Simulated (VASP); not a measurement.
# CoSi (WC type) (P-6m2) in VASP: further runs

CoSi (WC type) is run at these levels: PBE; tasks: single point.

Program: VASP 6.6.1. These are calculated values, not measurements. Logs are shortened: lines on timing, memory, paths and dates and some standing lists are left out, and cuts for length are marked.

**1. The cell of the first run**

The structure is hexagonal, space group P-6m2 (No. 187). The conventional cell has a = 2.918 Å, b = 2.918 Å, c = 2.440 Å, α = 90.00°, β = 90.00°, γ = 120.00°. Co (site symmetry -6m2) has 6 Si at 2.08 Å and 2 Co at 2.44 Å within 2.8 Å. Si (site symmetry -6m2) has 6 Co at 2.08 Å and 2 Si at 2.44 Å within 2.8 Å.

**2. Single point, PBE**

The input, INCAR:

```
SYSTEM = CoSi
ALGO = Normal ; EDIFF = 1E-6
ENCUT = 600 ; GGA = PE
GGA_COMPAT = .False. ; ISIF = 2
ISMEAR = -1 ; LASPH = .True.
LCHARG = .False. ; LREAL = .False.
LWAVE = .False. ; NBANDS = 14
NELM = 120 ; PREC = Accurate
SIGMA = 0.05
```

The input, KPOINTS:

```
k-points
0
Gamma
  16 16 14
  0 0 0
```

The input, POSCAR:

```
CoSi
1.0
    2.9181110817      0.0000000000      0.0000000000
   -1.4590555408      2.5271583278      0.0000000000
    0.0000000000      0.0000000000      2.4397956994
Co Si
1 1
Direct
    0.0000000000      0.0000000000      0.0000000000
    0.3333333333      0.6666666667      0.5000000000
```

Potentials or basis: VASP PAW PBE potentials, release 64 (Co, Si).

The run is started by

```sh
$ cat potpaw_PBE.64/Co/POTCAR potpaw_PBE.64/Si/POTCAR > POTCAR
$ mpirun -np 1 vasp_std > vasp.out
```

OUTCAR:

```text
SYSTEM = CoSi
   EDIFF = 1E-6
   ENCUT = 600
   GGA = PE
   ISIF = 2
   ISMEAR = -1
   LASPH = .True.
   LREAL = .False.
   NELM = 120
   PREC = Accurate

 ion  position               nearest neighbor table
   1  0.000  0.000  0.000-   2 2.08   2 2.08   2 2.08   2 2.08   2 2.08   2 2.08
   2  0.333  0.667  0.500-   1 2.08   1 2.08   1 2.08   1 2.08   1 2.08   1 2.08

  LATTYP: Found a hexagonal cell.
 ALAT       =     2.9181110817
 C/A-ratio  =     0.8360873288

  Lattice vectors:

 A1 = (   2.9181110817,   0.0000000000,   0.0000000000)
 A2 = (  -1.4590555408,   2.5271583278,   0.0000000000)
 A3 = (   0.0000000000,   0.0000000000,   2.4397956994)

Analysis of symmetry for initial positions (statically):
=====================================================================
 Subroutine PRICEL returns:
 Original cell was already a primitive cell.

 Routine SETGRP: Setting up the symmetry group for a
 hexagonal supercell.

 Subroutine GETGRP returns: Found 12 space group operations
 (whereof 12 operations were pure point group operations)
 out of a pool of 24 trial point group operations.

The static configuration has the point symmetry D_3h.

Analysis of symmetry for dynamics (positions and initial velocities):
=====================================================================
 Subroutine PRICEL returns:
 Original cell was already a primitive cell.

 Routine SETGRP: Setting up the symmetry group for a
 hexagonal supercell.

 Subroutine GETGRP returns: Found 12 space group operations
 (whereof 12 operations were pure point group operations)
 out of a pool of 24 trial point group operations.

The dynamic configuration has the point symmetry D_3h.

 Subroutine INISYM returns: Found 12 space group operations
 (whereof 12 operations are pure point group operations),
 and found     1 'primitive' translations

----------------------------------------------------------------------------------------

                                     Primitive cell

  volume of cell :      17.9923

  direct lattice vectors                    reciprocal lattice vectors
     2.918111082  0.000000000  0.000000000     0.342687434  0.197850683  0.000000000
    -1.459055541  2.527158328  0.000000000     0.000000000  0.395701365  0.000000000
     0.000000000  0.000000000  2.439795699     0.000000000  0.000000000  0.409870384

  length of vectors
     2.918111082  2.918111082  2.439795699     0.395701365  0.395701365  0.409870384

  position of ions in fractional coordinates (direct lattice)
     0.000000000  0.000000000  0.000000000
     0.333333333  0.666666667  0.500000000

  ion indices of the primitive-cell ions
   primitive index   ion index
                 1           1
                 2           2

----------------------------------------------------------------------------------------

 KPOINTS: k-points

Automatic generation of k-mesh.
 Grid dimensions read from file:
 generate k-points for:   16   16   14

 Generating k-lattice:

  Cartesian coordinates                     Fractional coordinates (reciprocal lattice)
     0.021417965  0.012365668  0.000000000     0.062500000  0.000000000  0.000000000
     0.000000000  0.024731335  0.000000000     0.000000000  0.062500000  0.000000000
     0.000000000  0.000000000  0.029276456     0.000000000  0.000000000  0.071428571

  Length of vectors
     0.024731335  0.024731335  0.029276456

  Shift w.r.t. Gamma in fractional coordinates (k-lattice)
     0.000000000  0.000000000  0.000000000

 Subroutine IBZKPT returns following result:
 ===========================================

 Found    240 irreducible k-points:

 Following reciprocal coordinates:
            Coordinates               Weight
  0.000000  0.000000  0.000000      1.000000
  0.062500  0.000000  0.000000      6.000000
  0.125000  0.000000  0.000000      6.000000
  0.187500  0.000000  0.000000      6.000000
  0.250000  0.000000  0.000000      6.000000
  0.312500 -0.000000  0.000000      6.000000
[... 16 lines left out ...]
  0.187500  0.187500  0.000000      6.000000
  0.250000  0.187500  0.000000     12.000000
 [... further k-points ...]
   k-points           NKPTS =    240   k-points in BZ     NKDIM =    240   number of bands    NBANDS=     14
   number of dos      NEDOS =    301   number of ions     NIONS =      2
   total plane-waves  NPLWV =  11520
   dimension x,y,z NGX =    24 NGY =   24 NGZ =   20
   dimension x,y,z NGXF=    48 NGYF=   48 NGZF=   40
   ions per type =               1   1
   NGX,Y,Z   is equivalent  to a cutoff of  13.67, 13.67, 13.63 a.u.
   NGXF,Y,Z  is equivalent  to a cutoff of  27.35, 27.35, 27.26 a.u.
 SYSTEM =  CoSi
   PREC   = accura    normal or accurate (medium, high low for compatibility)
   ISTART =      0    job   : 0-new  1-cont  2-samecut
   ICHARG =      2    charge: 1-file 2-atom 10-const
   ISPIN  =      1    spin polarized calculation?
   LNONCOLLINEAR =      F non collinear calculations
   LSORBIT =      F    spin-orbit coupling
   LASPH  =      T    aspherical Exc in radial PAW
   ENCUT  =  600.0 eV  44.10 Ry    6.64 a.u.   5.83  5.83  4.87*2*pi/ulx,y,z
   NELM   =    120;   NELMIN=  2; NELMDL= -5     # of ELM steps
   EDIFF  = 0.1E-05   stopping-criterion for ELM
   LREAL  =      F    real-space projection
   EDIFFG = 0.1E-04   stopping-criterion for IOM
   NSW    =      0    number of steps for IOM
   IBRION =     -1    ionic relax: 0-MD 1-quasi-New 2-CG
   NFREE  =      0    steps in history (QN), initial steepest desc. (CG)
   ISIF   =      2    stress and relaxation
   ISYM   =      2    0-nonsym 1-usesym 2-fastsym
   POTIM  = 0.5000    time-step for ionic-motion
   TEBEG  =    0.0;   TEEND  =   0.0 temperature during run
   PSTRESS=    0.0 pullay stress
   NELECT =      13.0000    total number of electrons
   NUPDOWN=      -1.0000    fix difference up-down
   EMIN   =  10.00;   EMAX   =-10.00  energy-range for DOS
   EFERMI =   0.00;   METHOD = LEGACY
   ISMEAR =    -1;   SIGMA  =   0.05  broadening in eV -4-tet -1-fermi 0-gaus
   EFERMI_NEDOS =   21; number of points for ismear=-14 and -15
   IALGO  =     38    algorithm
   IMIX   =      4    mixing-type and parameters
     AMIX     =   0.40;   BMIX     =  1.00
     AMIX_MAG =   1.60;   BMIX_MAG =  1.00
  volume/ion in A,a.u.               =       9.00        60.71
  Fermi-wavevector in a.u.,A,eV,Ry     =   1.469017  2.776039 29.361506  2.158010
  Thomas-Fermi vector in A             =   2.584445
   LORBIT       =      0    0 simple, 1 ext, 2 COOP (PROOUT), +10 PAW based schemes
   GGA     = PE    functional components
   LHFCALC =     F    Hartree Fock is set to
   AEXX    =    0.0000 exact exchange contribution
   IVDW    =     0    specifies the selected vdW correction
   LEPSILON=     F    determine dielectric tensor
   LRPA    =     F    only Hartree local field effects (RPA)
 non-spin polarized calculation
  energy-cutoff  :      600.00
  volume of cell :       17.99
 maximum number of plane-waves:       618
 NGX is ok and might be reduce to    24
   NGX = 11   NGY = 11   NGZ =  9

 number of electron      13.0000001 magnetization

 Free energy of the ion-electron system (eV)
  ---------------------------------------------------
  ext. energy  EPLUGINS =         0.00000000
  ---------------------------------------------------
  free energy    TOTEN  =       -11.38675801 eV

  energy without entropy =      -11.38005014  energy(sigma->0) =      -11.38340408

 E-fermi :  15.3762     XC(G=0): -13.7374

 val. band max:       15.3681090293   @ k =   0.3750   0.1875   0.0714
 cond. band min:      15.3863982550   @ k =   0.1875   0.1875   0.0000
 fundamental gap:      0.0182892257
 Fermi energy:        15.3762126336

 k-point     1 :       0.0000    0.0000    0.0000
  band No.  band energies     occupation
      1       0.1152      2.00000
      2      10.0859      2.00000
      3      11.1099      2.00000
      4      11.1099      2.00000
      5      13.5591      2.00000
      6      13.5591      2.00000
      7      21.4976      0.00000
      8      21.4976      0.00000
      9      22.5838      0.00000
     10      22.7453      0.00000
     11      24.7803      0.00000
     12      24.7803      0.00000
     13      30.3502      0.00000
     14      35.1180      0.00000

 k-point     2 :       0.0625    0.0000    0.0000
  band No.  band energies     occupation
      1       0.2063      2.00000
      2      10.0588      2.00000
      3      11.0473      2.00000
      4      11.1620      2.00000
      5      13.5173      2.00000
      6      13.5503      2.00000
      7      20.8236      0.00000
      8      21.0918      0.00000
      9      22.5272      0.00000
     10      22.8726      0.00000
     11      25.2735      0.00000
     12      25.3661      0.00000
     13      30.5759      0.00000
     14      35.4171      0.00000

 k-point     3 :       0.1250    0.0000    0.0000
  band No.  band energies     occupation
      1       0.4773      2.00000
      2       9.9469      2.00000
      3      10.8966      2.00000
      4      11.3165      2.00000
      5      13.4020      2.00000
      6      13.5253      2.00000
      7      19.4137      0.00000
      8      20.2451      0.00000
      9      22.5873      0.00000
     10      23.2419      0.00000
     11      26.2713      0.00000
     12      26.3803      0.00000
     13      31.2383      0.00000
     14      36.2661      0.00000
[... 324 lines left out ...]
 k-point    23 :       0.1875    0.1875    0.0000
  band No.  band energies     occupation
      1       2.4337      2.00000
      2       8.6689      2.00000
      3      10.3458      2.00000
      4      12.3102      2.00000
      5      12.9136      2.00000
      6      13.3234      2.00000
      7      15.3864      0.89849
      8      16.6044      0.00000
      9      24.8186      0.00000
     10      25.6437      0.00000
     11      27.2971      0.00000
     12      29.7558      0.00000
     13      33.3244      0.00000
     14      35.4405      0.00000

 k-point    24 :       0.2500    0.1875    0.0000
  band No.  band energies     occupation
      1       3.1992      2.00000
      2       8.1744      2.00000
      3      10.0415      2.00000
      4      12.6597      2.00000
      5      12.8240      2.00000
      6      13.2507      2.00000
      7      14.5961      2.00000
      8      15.9674      0.00001
      9      25.2690      0.00000
     10      26.5023      0.00000
     11      27.7487      0.00000
     12      30.4401      0.00000
     13      32.5704      0.00000
     14      35.6217      0.00000

 [... further k-points ...]
[... 5 lines left out ...]
  --------------------------------------------------------------------------------------
  -------------------------------------------------------------------------------------
  Total       12.8214610     12.8214610     12.8368434      0.0000000      0.0000000     -0.0000000
  in kB     1141.7219874   1141.7219874   1143.0917522      0.0000000      0.0000000     -0.0000000
  external PRESSURE =    1142.1785756 kB  Pullay stress =       0.0000000 kB

 VOLUME and BASIS-vectors are now :
 -----------------------------------------------------------------------------
  energy-cutoff  :      600.00
  volume of cell :       17.99
      direct lattice vectors                 reciprocal lattice vectors
     2.918111082  0.000000000  0.000000000     0.342687434  0.197850683  0.000000000
    -1.459055541  2.527158328  0.000000000     0.000000000  0.395701365  0.000000000
     0.000000000  0.000000000  2.439795699     0.000000000  0.000000000  0.409870384

 POSITION                                       TOTAL-FORCE (eV/Angst)
 -----------------------------------------------------------------------------------
      0.00000      0.00000      0.00000         0.000000      0.000000      0.000000
     -0.00000      1.68477      1.21990        -0.000000      0.000000      0.000000
 -----------------------------------------------------------------------------------
    total drift:                               -0.000000      0.000000      0.000000

  FREE ENERGIE OF THE ION-ELECTRON SYSTEM (eV)
  ---------------------------------------------------
  free  energy   TOTEN  =       -11.3867580130 eV

  energy  without entropy=      -11.3800501395  energy(sigma->0) =      -11.38340408
```

Run time: 36 s. Hardware: 1 thread of Intel Xeon 6975P-C (Granite Rapids), shared host; peak memory 0.19 GiB.

What came out:

```
Free energy : -11.3868 eV
Pressure    : 114.2 GPa
```

[end of part 1 of 2]
